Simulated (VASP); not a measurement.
The system is PdAu3.

```xyz
4
Lattice="0.0000 3.2300 3.2300 3.2300 0.0000 3.2300 3.2300 3.2300 0.0000" Properties=species:S:1:pos:R:3 pbc="T T T"
Pd    0.0000    0.0000    0.0000
Au    3.2300    3.2300    3.2300
Au    1.6150    1.6150    1.6150
Au    4.8450    4.8450    4.8450
```

- Program: VASP 6.6.1
- Task: relaxation of cell and atoms
- Functional: LDA
- Potentials or basis: VASP PAW LDA potentials, release 64 (Pd, Au)
- Cutoff: 500 eV
- k mesh: 6 × 6 × 6
- Occupations: methfessel-paxton, width 0.1 eV
- Spin: no spin polarisation

At the start: pressure -8.5 GPa; volume 16.85 Å³/atom.

Question: How do energy, volume and symmetry change on relaxing?

Answer: Over 4 steps the energy falls by 23.9 meV/atom and the volume is 16.01 Å³/atom (-5.0 %); space group Fm-3m (No. 225, to 0.1 Å) before and after.

The path:
```csv
step,energy change (eV),largest force (eV/Å),pressure (GPa),volume (Å³)
1,0.0000,0.0000,-8.48,67.40
2,0.1882,0.0000,20.06,59.07
3,-0.0953,0.0000,-0.28,64.11
4,-0.0954,0.0000,-0.05,64.03
```

Final structure:
```yaml
crystal:
  lattice:
    - [0.00000, 3.17529, 3.17529]
    - [3.17529, 0.00000, 3.17529]
    - [3.17529, 3.17529, 0.00000]
  atoms:
    - { symbol: Pd, position: [0.00000, 0.00000, 0.00000] }
    - { symbol: Au, position: [0.50000, 0.50000, 0.50000] }
    - { symbol: Au, position: [0.25000, 0.25000, 0.25000] }
    - { symbol: Au, position: [0.75000, 0.75000, 0.75000] }
```
